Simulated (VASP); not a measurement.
Crystal: Li2H.

```
Li H
1.0
     3.42732    0.00000    0.00000
    -1.71366    2.96815    0.00000
     0.00000    0.00000    2.92947
Li H
2 1
Direct
  0.33333 0.66667 0.26899
  0.66667 0.33333 0.73101
  0.00000 0.00000 0.50000
```

* Program: VASP 6.6.1
* Task: relaxation of cell and atoms
* Functional: PBE
* Potentials or basis: VASP PAW PBE potentials, release 64 (Li_sv, H)
* Cutoff: 600 eV
* k mesh: 6 × 6 × 6
* Occupations: gaussian, width 0.1 eV
* Spin: no spin polarisation

At the start: pressure 6.7 GPa; volume 9.93 Å³/atom.

Task: Where does the relaxation end?

Result: Over 12 steps the energy falls by 316.5 meV/atom and the volume is 10.07 Å³/atom (+1.4 %); space group P-3m1 (No. 164, to 0.05 Å).

Step by step:
```csv
step,energy change (eV),largest force (eV/Å),pressure (GPa),volume (Å³)
1,0.0000,0.0719,6.71,29.80
2,-0.1447,0.0786,4.25,31.61
3,-0.4144,0.0554,-1.03,37.24
4,-0.2553,0.0470,-7.50,49.38
5,-0.4523,0.0003,-3.67,41.04
6,-0.6050,0.1192,-4.22,39.66
7,-0.7929,0.4506,-4.59,34.31
8,-0.7962,0.3194,-4.68,36.93
9,-0.8219,0.3704,-4.74,36.15
10,-0.9419,0.2117,-0.51,30.67
11,-0.9436,0.1823,0.26,30.01
12,-0.9495,0.0262,0.10,30.21
```

Final structure:
```yaml
crystal:
  lattice:
    - [2.85808, 0.00000, 0.00000]
    - [-1.42904, 2.47517, 0.00000]
    - [0.00000, 0.00000, 4.27094]
  atoms:
    - { symbol: Li, position: [0.33333, 0.66667, 0.26091] }
    - { symbol: Li, position: [0.66667, 0.33333, 0.73909] }
    - { symbol: H, position: [0.00000, 0.00000, 0.50000] }
```

Caveat: the cutoff is under 1.25 times the usual one of these potentials, so pressure, stress and relaxed cells hold a basis-set (Pulay) error.
